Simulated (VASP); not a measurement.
# CoW3 (Pm-3m) in VASP: single point with PBE

Aim: the single point of CoW3 with PBE.

Program: VASP 6.6.1. These are calculated values, not measurements. Logs are shortened: lines on timing, memory, paths and dates and some standing lists are left out, and cuts for length are marked.

## 1. The cell of the first run

The structure is cubic, space group Pm-3m (No. 221). The conventional cell has a = 3.907 Å, b = 3.907 Å, c = 3.907 Å, α = 90.00°, β = 90.00°, γ = 90.00°. Within 3.6 Å of Co (site symmetry m-3m) lie 12 W at 2.76 Å. W (site symmetry 4/mmm) has 4 Co at 2.76 Å and 8 W at 2.76 Å within 3.6 Å. Within 3.6 Å of W (site symmetry 4/mmm) lie 4 Co at 2.76 Å and 8 W at 2.76 Å.

## 2. Single point, PBE, collinear spin, antiferromagnetic start

File INCAR:

```
PREC     = Accurate       # precision mode
ENCUT    = 520            # plane-wave cutoff, eV
EDIFF    = 1E-7           # SCF threshold, eV
ISMEAR   = -1             # smearing method
SIGMA    = 0.1            # smearing width, eV
LREAL    = False          # projectors in reciprocal space
LASPH    = True           # aspherical terms in the spheres
NELM     = 150            # most SCF steps
ALGO     = Normal         # electronic algorithm
ISIF     = 2              # what is computed and relaxed
LWAVE    = False          # write WAVECAR
LCHARG   = True           # write CHGCAR
ISPIN    = 2              # spin polarisation
MAGMOM   = 3 -3 0 0 0 0 0 0 # initial moments
LORBIT   = 11             # projections on sites
LMAXMIX  = 4              # l up to which the mixer works
GGA      = PE             # functional
LELF     = True           # ELF
LVHAR    = True         
NBANDS   = 65             # bands
```

File KPOINTS:

```
regular mesh
0
Gamma
  6 3 6
```

File POSCAR:

```
CoW3
1.0
    3.9073500000      0.0000000000      0.0000000000
    0.0000000000      7.8147000000      0.0000000000
    0.0000000000      0.0000000000      3.9073500000
Co W
2 6
Direct
    0.0000000000      0.0000000000      0.0000000000
    0.0000000000      0.5000000000      0.0000000000
    0.0000000000      0.2500000000      0.5000000000
    0.5000000000      0.0000000000      0.5000000000
    0.5000000000      0.2500000000      0.0000000000
    0.0000000000      0.7500000000      0.5000000000
    0.5000000000      0.5000000000      0.5000000000
    0.5000000000      0.7500000000      0.0000000000
```

Potentials or basis: VASP PAW PBE potentials, release 64 (Co, W_sv).

Launch:

```console
$ cat potpaw_PBE.64/Co/POTCAR potpaw_PBE.64/W_sv/POTCAR > POTCAR
$ mpirun -np 1 vasp_std > vasp.out
```

OUTCAR:

```text
PREC = Accurate
   ENCUT = 520
   EDIFF = 1E-7
   ISMEAR = -1
   LREAL = False
   LASPH = True
   NELM = 150
   ISIF = 2
   ISPIN = 2
   LORBIT = 11
   GGA = PE

 ion  position               nearest neighbor table
   1  0.000  0.000  0.000-   3 2.76   4 2.76   5 2.76   6 2.76   8 2.76   3 2.76   4 2.76   6 2.76
                             4 2.76   5 2.76   8 2.76   4 2.76
   2  0.000  0.500  0.000-   3 2.76   5 2.76   6 2.76   7 2.76   8 2.76   3 2.76   6 2.76   7 2.76
                             5 2.76   7 2.76   8 2.76   7 2.76
   3  0.000  0.250  0.500-   1 2.76   2 2.76   4 2.76   5 2.76   7 2.76   1 2.76   2 2.76   5 2.76
                             4 2.76   5 2.76   7 2.76   5 2.76
   4  0.500  0.000  0.500-   1 2.76   3 2.76   5 2.76   6 2.76   8 2.76   1 2.76   5 2.76   8 2.76
                             1 2.76   3 2.76   6 2.76   1 2.76
   5  0.500  0.250  0.000-   1 2.76   2 2.76   3 2.76   4 2.76   7 2.76   3 2.76   4 2.76   7 2.76
                             1 2.76   2 2.76   3 2.76   3 2.76
   6  0.000  0.750  0.500-   1 2.76   2 2.76   4 2.76   7 2.76   8 2.76   1 2.76   2 2.76   8 2.76
                             4 2.76   7 2.76   8 2.76   8 2.76
   7  0.500  0.500  0.500-   2 2.76   3 2.76   5 2.76   6 2.76   8 2.76   2 2.76   5 2.76   8 2.76
                             2 2.76   3 2.76   6 2.76   2 2.76
   8  0.500  0.750  0.000-   1 2.76   2 2.76   4 2.76   6 2.76   7 2.76   4 2.76   6 2.76   7 2.76
                             1 2.76   2 2.76   6 2.76   6 2.76

  LATTYP: Found a simple tetragonal cell.
 ALAT       =     3.9073500000
 C/A-ratio  =     2.0000000000

  Lattice vectors:

 A1 = (  -3.9073500000,   0.0000000000,   0.0000000000)
 A2 = (   0.0000000000,   0.0000000000,   3.9073500000)
 A3 = (   0.0000000000,   7.8147000000,   0.0000000000)

Analysis of symmetry for initial positions (statically):
=====================================================================
 Subroutine PRICEL returns following result:

  LATTYP: Found a simple cubic cell.
 ALAT       =     3.9073500000
[... 12 lines left out ...]
 Subroutine GETGRP returns: Found 16 space group operations
 (whereof 16 operations were pure point group operations)
 out of a pool of 16 trial point group operations.

The static configuration has the point symmetry D_4h.

Analysis of symmetry for dynamics (positions and initial velocities):
=====================================================================
 Subroutine PRICEL returns following result:

  LATTYP: Found a simple cubic cell.
 ALAT       =     3.9073500000
[... 12 lines left out ...]
 Subroutine GETGRP returns: Found 16 space group operations
 (whereof 16 operations were pure point group operations)
 out of a pool of 16 trial point group operations.

The dynamic configuration has the point symmetry D_4h.

Analysis of structural, dynamic, and magnetic symmetry:
=====================================================================
 Subroutine PRICEL returns following result:

  LATTYP: Found a simple cubic cell.
 ALAT       =     3.9073500000
[... 12 lines left out ...]
 Subroutine GETGRP returns: Found 16 space group operations
 (whereof 16 operations were pure point group operations)
 out of a pool of 16 trial point group operations.

The overall configuration has the point symmetry D_4h.

 Subroutine INISYM returns: Found 16 space group operations
 (whereof 16 operations are pure point group operations),
 and found     2 'primitive' translations

----------------------------------------------------------------------------------------

                                     Primitive cell

  volume of cell :      59.6550

  direct lattice vectors                    reciprocal lattice vectors
     3.907350000  0.000000000  0.000000000     0.255927931  0.000000000  0.000000000
     0.000000000  3.907350000  0.000000000     0.000000000  0.255927931  0.000000000
     0.000000000  0.000000000  3.907350000     0.000000000  0.000000000  0.255927931

  length of vectors
     3.907350000  3.907350000  3.907350000     0.255927931  0.255927931  0.255927931

  position of ions in fractional coordinates (direct lattice)
     0.000000000  0.000000000  0.000000000
     0.000000000  0.500000000  0.500000000
     0.500000000  0.000000000  0.500000000
     0.500000000  0.500000000  0.000000000

  ion indices of the primitive-cell ions
   primitive index   ion index
                 1           1
                 2           3
                 3           4
                 4           5

----------------------------------------------------------------------------------------

 KPOINTS: regular mesh

[... 57 lines left out ...]
   LNONCOLLINEAR =      F non collinear calculations
   LSORBIT =      F    spin-orbit coupling
   LASPH  =      T    aspherical Exc in radial PAW
   ENCUT  =  520.0 eV  38.22 Ry    6.18 a.u.   7.27 14.53  7.27*2*pi/ulx,y,z
   NELM   =    150;   NELMIN=  2; NELMDL= -5     # of ELM steps
   EDIFF  = 0.1E-06   stopping-criterion for ELM
   LREAL  =      F    real-space projection
   EDIFFG = 0.1E-05   stopping-criterion for IOM
   NSW    =      0    number of steps for IOM
   IBRION =     -1    ionic relax: 0-MD 1-quasi-New 2-CG
   NFREE  =      0    steps in history (QN), initial steepest desc. (CG)
   ISIF   =      2    stress and relaxation
   ISYM   =      2    0-nonsym 1-usesym 2-fastsym
   POTIM  = 0.5000    time-step for ionic-motion
   TEBEG  =    0.0;   TEEND  =   0.0 temperature during run
   PSTRESS=    0.0 pullay stress
   NELECT =     102.0000    total number of electrons
   NUPDOWN=      -1.0000    fix difference up-down
   EMIN   =  10.00;   EMAX   =-10.00  energy-range for DOS
   EFERMI =   0.00;   METHOD = LEGACY
   ISMEAR =    -1;   SIGMA  =   0.10  broadening in eV -4-tet -1-fermi 0-gaus
   EFERMI_NEDOS =   21; number of points for ismear=-14 and -15
   IALGO  =     38    algorithm
   IMIX   =      4    mixing-type and parameters
     AMIX     =   0.40;   BMIX     =  1.00
     AMIX_MAG =   1.60;   BMIX_MAG =  1.00
  volume/ion in A,a.u.               =      14.91       100.64
  Fermi-wavevector in a.u.,A,eV,Ry     =   1.553755  2.936171 32.846573  2.414155
  Thomas-Fermi vector in A             =   2.657940
   LORBIT       =     11    0 simple, 1 ext, 2 COOP (PROOUT), +10 PAW based schemes
   GGA     = PE    functional components
   LHFCALC =     F    Hartree Fock is set to
   AEXX    =    0.0000 exact exchange contribution
   IVDW    =     0    specifies the selected vdW correction
   LEPSILON=     F    determine dielectric tensor
   LRPA    =     F    only Hartree local field effects (RPA)
 spin polarized calculation
  energy-cutoff  :      520.00
  volume of cell :      119.31
 maximum number of plane-waves:      3268
 NGX is ok and might be reduce to    30
   NGX = 15   NGY = 29   NGZ = 15

 number of electron     102.0000015 magnetization       0.0000000

 number of electron     102.0000015 magnetization      -0.0000000

 Free energy of the ion-electron system (eV)
  ---------------------------------------------------
  ext. energy  EPLUGINS =         0.00000000
  ---------------------------------------------------
  free energy    TOTEN  =       -89.83991209 eV

  energy without entropy =      -89.52856317  energy(sigma->0) =      -89.68423763

 E-fermi :  10.4509     XC(G=0): -13.4641

 val. band max:       10.4329213119   @ k =   0.1667   0.0000   0.1667
 cond. band min:      10.4621971205   @ k =   0.0000   0.3333   0.0000
 fundamental gap:      0.0292758086
 Fermi energy:        10.4508511903

 spin component 1

 k-point     1 :       0.0000    0.0000    0.0000
  band No.  band energies     occupation
      1     -63.2452      1.00000
      2     -63.1922      1.00000
      3     -63.1390      1.00000
      4     -63.0858      1.00000
      5     -63.0858      1.00000
      6     -63.0855      1.00000
[... 1309 lines left out ...]
     62      13.5081      0.00000
     63      13.5563      0.00000
 Fermi energy:        10.4508511903

 spin component 2

 k-point     1 :       0.0000    0.0000    0.0000
  band No.  band energies     occupation
      1     -63.2452      1.00000
      2     -63.1922      1.00000
      3     -63.1390      1.00000
      4     -63.0858      1.00000
      5     -63.0858      1.00000
      6     -63.0855      1.00000
[... 1309 lines left out ...]
     62      13.5081      0.00000
     63      13.5563      0.00000
 [bands above 63 left out]

------------------------ aborting loop because EDIFF is reached ----------------------------------------

  FORCE on cell =-STRESS in cart. coord.  units (eV):
  Direction    XX          YY          ZZ          XY          YZ          ZX
  --------------------------------------------------------------------------------------
  -------------------------------------------------------------------------------------
  Total       -0.8230794     -0.8232366     -0.8230794     -0.0000000      0.0000000      0.0000000
  in kB      -11.0528776    -11.0549886    -11.0528776     -0.0000000      0.0000000      0.0000000
  external PRESSURE =     -11.0535813 kB  Pullay stress =       0.0000000 kB

 VOLUME and BASIS-vectors are now :
 -----------------------------------------------------------------------------
  energy-cutoff  :      520.00
  volume of cell :      119.31
      direct lattice vectors                 reciprocal lattice vectors
     3.907350000  0.000000000  0.000000000     0.255927931  0.000000000  0.000000000
     0.000000000  7.814700000  0.000000000     0.000000000  0.127963965  0.000000000
     0.000000000  0.000000000  3.907350000     0.000000000  0.000000000  0.255927931

 POSITION                                       TOTAL-FORCE (eV/Angst)
 -----------------------------------------------------------------------------------
      0.00000      0.00000      0.00000         0.000000     -0.000000      0.000000
      0.00000      3.90735      0.00000         0.000000     -0.000000      0.000000
      0.00000      1.95368      1.95368         0.000000      0.000000      0.000000
      1.95368      0.00000      1.95368         0.000000     -0.000000     -0.000000
      1.95368      1.95368      0.00000         0.000000      0.000000      0.000000
      0.00000      5.86102      1.95368         0.000000      0.000000      0.000000
      1.95368      3.90735      1.95368         0.000000     -0.000000     -0.000000
      1.95368      5.86102      0.00000         0.000000      0.000000      0.000000
 -----------------------------------------------------------------------------------
    total drift:                                0.000000      0.000000     -0.000000

  FREE ENERGIE OF THE ION-ELECTRON SYSTEM (eV)
  ---------------------------------------------------
  free  energy   TOTEN  =       -89.8399120879 eV

  energy  without entropy=      -89.5285631667  energy(sigma->0) =      -89.68423763

 total charge

# of ion       s       p       d       tot
------------------------------------------
    1        0.462   0.547   7.281   8.290
    2        0.462   0.547   7.281   8.290
    3        2.416   6.303   3.355  12.073
    4        2.416   6.303   3.355  12.073
    5        2.416   6.303   3.355  12.073
    6        2.416   6.303   3.355  12.073
    7        2.416   6.303   3.355  12.073
    8        2.416   6.303   3.355  12.073
--------------------------------------------------
tot         15.420  38.910  34.689  89.019

 magnetization (x)

# of ion       s       p       d       tot
------------------------------------------
    1       -0.000  -0.000  -0.002  -0.002
    2        0.000   0.000   0.002   0.002
    3        0.000   0.000   0.000   0.000
    4        0.000   0.000  -0.000  -0.000
    5        0.000   0.000   0.000   0.000
    6        0.000   0.000   0.000   0.000
    7       -0.000  -0.000   0.000   0.000
    8        0.000   0.000   0.000   0.000
--------------------------------------------------
tot          0.000   0.000   0.000   0.000
```

Run time: 18 min. Hardware: 1 thread of Intel Xeon 8259CL, shared host; peak memory 0.42 GiB.

What came out:

| Item | Value |
| --- | --- |
| Free energy | -89.8399 eV |
| Pressure | -1.1 GPa |
| Band gap on the k mesh | zero (filled and empty bands overlap) |
| Net moment | 0.00 μB per cell |
| Valence electrons inside the program's atomic spheres | Co 8.29; W 12.07 |

Levels at points of the mesh, in eV from the Fermi level:
Spin up:
| k point | band 46 | band 47 | band 48 | band 49 | band 50 | band 51 | band 52 | band 53 | band 54 | band 55 |
| --- | --- | --- | --- | --- | --- | --- | --- | --- | --- | --- |
| (0.00, 0.00, 0.00) | 0.07 | 0.23 | 0.23 | 0.38 | 0.38 | 0.67 | 0.95 | 1.83 | 1.83 | 1.83 |
| (0.50, 0.00, 0.00) | -1.76 | -1.01 | -0.93 | 0.07 | 0.23 | 0.23 | 0.55 | 0.55 | 0.67 | 0.95 |
| (0.50, 0.00, 0.50) | -0.93 | -0.80 | -0.80 | -0.80 | 0.46 | 0.46 | 0.46 | 0.55 | 0.55 | 1.02 |
Spin down:
```tsv
k point	band 47	band 48	band 49	band 50	band 51	band 52	band 53	band 54
(0.00, 0.00, 0.00)	0.23	0.23	0.38	0.38	0.67	0.95	1.83	1.83
(0.50, 0.00, 0.00)	-1.01	-0.93	0.07	0.23	0.23	0.55	0.55	0.67
(0.50, 0.00, 0.50)	-0.80	-0.80	-0.80	0.46	0.46	0.46	0.55	0.55
```

Caveat: the moments typed at the start vanished in this run; spin-orbit coupling is left out, which moves the levels of the heavy elements.

The gap in the log of VASP goes by the Fermi energy; the results here count the filled bands.